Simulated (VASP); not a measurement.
# K (P4/mmm) in VASP: notebook, part 2 of 2

VASP 6.6.1. The steps go on from the part before.

### Step 3. Single point, LDA (strain +0.0750 x Voigt [1, 1, 0, 0, 0, 0])

INCAR

```
SYSTEM = K
PREC     = Accurate       ! precision mode
ENCUT    = 520            ! plane-wave cutoff, eV
EDIFF    = 1E-6           ! SCF threshold, eV
ISMEAR   = 0              ! smearing method
SIGMA    = 0.15           ! smearing width, eV
LREAL    = .False.        ! projectors in reciprocal space
LASPH    = .True.         ! aspherical terms in the spheres
NELM     = 100            ! most SCF steps
ALGO     = Normal         ! electronic algorithm
ISIF     = 2              ! what is computed and relaxed
LWAVE    = .False.        ! write WAVECAR
LCHARG   = .False.        ! write CHGCAR
NBANDS   = 10             ! bands
```

KPOINTS

```
Automatic mesh
0
Gamma
  6 6 12
  0 0 0
```

POSCAR

```
K
1.0
   10.8355760092      0.0000000000      0.0000000000
    0.0000000000     10.8355760092      0.0000000000
    0.0000000000      0.0000000000      4.3245983300
K
1
Direct
    0.0000000000      0.0000000000      0.0000000000
```

Potentials or basis: VASP PAW LDA potentials, release 64 (K_sv).

Launch:

```
> cat potpaw_LDA.64/K_sv/POTCAR > POTCAR
> mpirun -np 1 vasp_std > vasp.out
```

OUTCAR:

```text
SYSTEM = K
   PREC = Accurate
   ENCUT = 520
   EDIFF = 1E-6
   ISMEAR = 0
   LREAL = .False.
   LASPH = .True.
   NELM = 100
   ISIF = 2

 ion  position               nearest neighbor table
   1  0.000  0.000  0.000-

  LATTYP: Found a simple tetragonal cell.
 ALAT       =    10.8355760092
 C/A-ratio  =     0.3991110695

  Lattice vectors:

 A1 = (  10.8355760092,   0.0000000000,   0.0000000000)
 A2 = (   0.0000000000,  10.8355760092,   0.0000000000)
 A3 = (   0.0000000000,   0.0000000000,   4.3245983300)

Analysis of symmetry for initial positions (statically):
=====================================================================
 Subroutine PRICEL returns:
 Original cell was already a primitive cell.

 Routine SETGRP: Setting up the symmetry group for a
 simple tetragonal supercell.

 Subroutine GETGRP returns: Found 16 space group operations
 (whereof 16 operations were pure point group operations)
 out of a pool of 16 trial point group operations.

The static configuration has the point symmetry D_4h.

Analysis of symmetry for dynamics (positions and initial velocities):
=====================================================================
 Subroutine PRICEL returns:
 Original cell was already a primitive cell.

 Routine SETGRP: Setting up the symmetry group for a
 simple tetragonal supercell.

 Subroutine GETGRP returns: Found 16 space group operations
 (whereof 16 operations were pure point group operations)
 out of a pool of 16 trial point group operations.

The dynamic configuration has the point symmetry D_4h.

 Subroutine INISYM returns: Found 16 space group operations
 (whereof 16 operations are pure point group operations),
 and found     1 'primitive' translations

----------------------------------------------------------------------------------------

                                     Primitive cell

  volume of cell :     507.7498

  direct lattice vectors                    reciprocal lattice vectors
    10.835576009  0.000000000  0.000000000     0.092288587  0.000000000  0.000000000
     0.000000000 10.835576009  0.000000000     0.000000000  0.092288587  0.000000000
     0.000000000  0.000000000  4.324598330     0.000000000  0.000000000  0.231235348

  length of vectors
    10.835576009 10.835576009  4.324598330     0.092288587  0.092288587  0.231235348

  position of ions in fractional coordinates (direct lattice)
     0.000000000  0.000000000  0.000000000

  ion indices of the primitive-cell ions
   primitive index   ion index
                 1           1

----------------------------------------------------------------------------------------

 KPOINTS: Automatic mesh

Automatic generation of k-mesh.
 Grid dimensions read from file:
 generate k-points for:    6    6   12

 Generating k-lattice:

  Cartesian coordinates                     Fractional coordinates (reciprocal lattice)
     0.015381431  0.000000000  0.000000000     0.166666667  0.000000000  0.000000000
     0.000000000  0.015381431  0.000000000     0.000000000  0.166666667  0.000000000
     0.000000000  0.000000000  0.019269612     0.000000000  0.000000000  0.083333333

  Length of vectors
     0.015381431  0.015381431  0.019269612

  Shift w.r.t. Gamma in fractional coordinates (k-lattice)
     0.000000000  0.000000000  0.000000000

 Subroutine IBZKPT returns following result:
 ===========================================

 Found     70 irreducible k-points:

 Following reciprocal coordinates:
            Coordinates               Weight
  0.000000  0.000000  0.000000      1.000000
  0.166667  0.000000  0.000000      4.000000
  0.333333  0.000000  0.000000      4.000000
  0.500000  0.000000  0.000000      2.000000
  0.166667  0.166667  0.000000      4.000000
  0.333333  0.166667  0.000000      8.000000
[... 16 lines left out ...]
  0.333333  0.000000  0.166667      8.000000
  0.500000  0.000000  0.166667      4.000000
 [... further k-points ...]
   k-points           NKPTS =     70   k-points in BZ     NKDIM =     70   number of bands    NBANDS=     10
   number of dos      NEDOS =    301   number of ions     NIONS =      1
   total plane-waves  NPLWV = 225792
   dimension x,y,z NGX =    84 NGY =   84 NGZ =   32
   dimension x,y,z NGXF=   168 NGYF=  168 NGZF=   64
   ions per type =               1
   NGX,Y,Z   is equivalent  to a cutoff of  12.89, 12.89, 12.30 a.u.
   NGXF,Y,Z  is equivalent  to a cutoff of  25.78, 25.78, 24.60 a.u.
 SYSTEM =  K
   PREC   = accura    normal or accurate (medium, high low for compatibility)
   ISTART =      0    job   : 0-new  1-cont  2-samecut
   ICHARG =      2    charge: 1-file 2-atom 10-const
   ISPIN  =      1    spin polarized calculation?
   LNONCOLLINEAR =      F non collinear calculations
   LSORBIT =      F    spin-orbit coupling
   LASPH  =      T    aspherical Exc in radial PAW
   ENCUT  =  520.0 eV  38.22 Ry    6.18 a.u.  20.15 20.15  8.04*2*pi/ulx,y,z
   NELM   =    100;   NELMIN=  2; NELMDL= -5     # of ELM steps
   EDIFF  = 0.1E-05   stopping-criterion for ELM
   LREAL  =      F    real-space projection
   EDIFFG = 0.1E-04   stopping-criterion for IOM
   NSW    =      0    number of steps for IOM
   IBRION =     -1    ionic relax: 0-MD 1-quasi-New 2-CG
   NFREE  =      0    steps in history (QN), initial steepest desc. (CG)
   ISIF   =      2    stress and relaxation
   ISYM   =      2    0-nonsym 1-usesym 2-fastsym
   POTIM  = 0.5000    time-step for ionic-motion
   TEBEG  =    0.0;   TEEND  =   0.0 temperature during run
   PSTRESS=    0.0 pullay stress
   NELECT =       9.0000    total number of electrons
   NUPDOWN=      -1.0000    fix difference up-down
   EMIN   =  10.00;   EMAX   =-10.00  energy-range for DOS
   EFERMI =   0.00;   METHOD = LEGACY
   ISMEAR =     0;   SIGMA  =   0.15  broadening in eV -4-tet -1-fermi 0-gaus
   EFERMI_NEDOS =   21; number of points for ismear=-14 and -15
   IALGO  =     38    algorithm
   IMIX   =      4    mixing-type and parameters
     AMIX     =   0.40;   BMIX     =  1.00
     AMIX_MAG =   1.60;   BMIX_MAG =  1.00
  volume/ion in A,a.u.               =     507.75      3426.46
  Fermi-wavevector in a.u.,A,eV,Ry     =   0.426847  0.806624  2.478961  0.182199
  Thomas-Fermi vector in A             =   1.393125
   LORBIT       =      0    0 simple, 1 ext, 2 COOP (PROOUT), +10 PAW based schemes
   GGA     = CA    functional components
   LHFCALC =     F    Hartree Fock is set to
   AEXX    =    0.0000 exact exchange contribution
   IVDW    =     0    specifies the selected vdW correction
   LEPSILON=     F    determine dielectric tensor
   LRPA    =     F    only Hartree local field effects (RPA)
 non-spin polarized calculation
 Gauss-broadening in eV      SIGMA  =   0.15
  energy-cutoff  :      520.00
  volume of cell :      507.75
 maximum number of plane-waves:     13728
 NGX is ok and might be reduce to    84
   NGX = 41   NGY = 41   NGZ = 17

 number of electron       9.0000002 magnetization

 Free energy of the ion-electron system (eV)
  ---------------------------------------------------
  ext. energy  EPLUGINS =         0.00000000
  ---------------------------------------------------
  free energy    TOTEN  =        -0.59539347 eV

  energy without entropy =       -0.58121543  energy(sigma->0) =       -0.58830445

 E-fermi :  -2.1833     XC(G=0):  -1.9177

 val. band max:       -2.1836041983   @ k =   0.3333   0.1667   0.2500
 cond. band min:      -2.1831873577   @ k =   0.5000   0.0000   0.2500
 fundamental gap:      0.0004168406
 Fermi energy:        -2.1833066317

 k-point     1 :       0.0000    0.0000    0.0000
  band No.  band energies     occupation
      1     -34.4482      2.00000
      2     -18.1677      2.00000
      3     -18.1677      2.00000
      4     -18.0879      2.00000
      5      -2.7972      2.00000
      6      -0.7951      0.00000
      7      -0.7951      0.00000
      8      -0.2506      0.00000
      9      -0.0024      0.00000
     10       0.4741      0.00000

 k-point     2 :       0.1667    0.0000    0.0000
  band No.  band energies     occupation
      1     -34.4482      2.00000
      2     -18.1677      2.00000
      3     -18.1677      2.00000
      4     -18.0879      2.00000
      5      -2.7931      2.00000
      6      -0.8860      0.00000
      7      -0.7877      0.00000
      8      -0.1702      0.00000
      9       0.0886      0.00000
     10       0.4160      0.00000
[... 274 lines left out ...]
 k-point    24 :       0.5000    0.0000    0.1667
  band No.  band energies     occupation
      1     -34.4471      2.00000
      2     -18.1656      2.00000
      3     -18.1656      2.00000
      4     -18.1086      2.00000
      5      -2.5099      1.99793
      6      -0.8765      0.00000
      7      -0.6014      0.00000
      8       0.1609      0.00000
      9       0.4813      0.00000
     10       0.7359      0.00000

 [... further k-points ...]
[... 5 lines left out ...]
  --------------------------------------------------------------------------------------
  -------------------------------------------------------------------------------------
  Total       -0.0113937     -0.0113937     -0.3703809      0.0000000      0.0000000      0.0000000
  in kB       -0.0359524     -0.0359524     -1.1687170      0.0000000      0.0000000      0.0000000
  external PRESSURE =      -0.4135406 kB  Pullay stress =       0.0000000 kB

 VOLUME and BASIS-vectors are now :
 -----------------------------------------------------------------------------
  energy-cutoff  :      520.00
  volume of cell :      507.75
      direct lattice vectors                 reciprocal lattice vectors
    10.835576009  0.000000000  0.000000000     0.092288587  0.000000000  0.000000000
     0.000000000 10.835576009  0.000000000     0.000000000  0.092288587  0.000000000
     0.000000000  0.000000000  4.324598330     0.000000000  0.000000000  0.231235348

 POSITION                                       TOTAL-FORCE (eV/Angst)
 -----------------------------------------------------------------------------------
      0.00000      0.00000      0.00000         0.000000      0.000000      0.000000
 -----------------------------------------------------------------------------------
    total drift:                               -0.000000     -0.000000      0.000000

  FREE ENERGIE OF THE ION-ELECTRON SYSTEM (eV)
  ---------------------------------------------------
  free  energy   TOTEN  =        -0.5953934713 eV

  energy  without entropy=       -0.5812154325  energy(sigma->0) =       -0.58830445
```

It took 7.2 min on 1 thread of Intel Xeon Platinum 8375C at 2.90GHz (Ice Lake), shared host; peak memory 0.58 GiB.

What came out:

| Quantity | Value |
| --- | --- |
| Free energy | -0.5954 eV |
| Pressure | 0.0 GPa |

Caveat: the cell differs from its parent crystal (strain +0.0750 x Voigt [1, 1, 0, 0, 0, 0]).
